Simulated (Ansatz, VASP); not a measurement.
**Two plane-wave programs on Ni2O**

```
Ni O
1.0
     0.00000    4.09799    4.09799
     4.09799    0.00000    4.09799
     4.09799    4.09799    0.00000
Ni O
4 2
Direct
  0.12500 0.12500 0.12500
  0.62500 0.12500 0.12500
  0.12500 0.12500 0.62500
  0.12500 0.62500 0.12500
  0.00000 0.00000 0.00000
  0.25000 0.25000 0.25000
```

Alike in both runs: task relaxation of cell and atoms; functional PBE; k mesh 8 × 8 × 8; occupations gaussian, width 0.1 eV; no spin polarisation.

|  | VASP | Ansatz |
| --- | --- | --- |
| version | VASP 6.6.1 | Ansatz 0.2.0 |
| potentials or method | VASP PAW PBE potentials, release 64 (Ni, O), cutoff 600 eV | scalar-relativistic, plane waves, PAW |
| valence electrons in the cell | 52 | 84 |

Ansatz gave:

```
gap on the k mesh at the Fermi level, each at its own relaxed structure (eV) : none
relaxed volume (Å³/atom)                                                     : 22.95
relaxed length of the cell vector where the two differ most in proportion (Å)              : 5.796
```

Question: Estimate VASP's values.

Answer: gap on the k mesh at the Fermi level, each at its own relaxed structure (eV): none; relaxed volume (Å³/atom): 23.06; relaxed length of the cell vector where the two differ most in proportion (Å): 5.805.

A gap of «none» marks a metal or a gap that the smearing closes. VASP's potentials hold 52 valence electrons a cell and Ansatz's 84, so a difference there can come from the potentials and not from the codes.
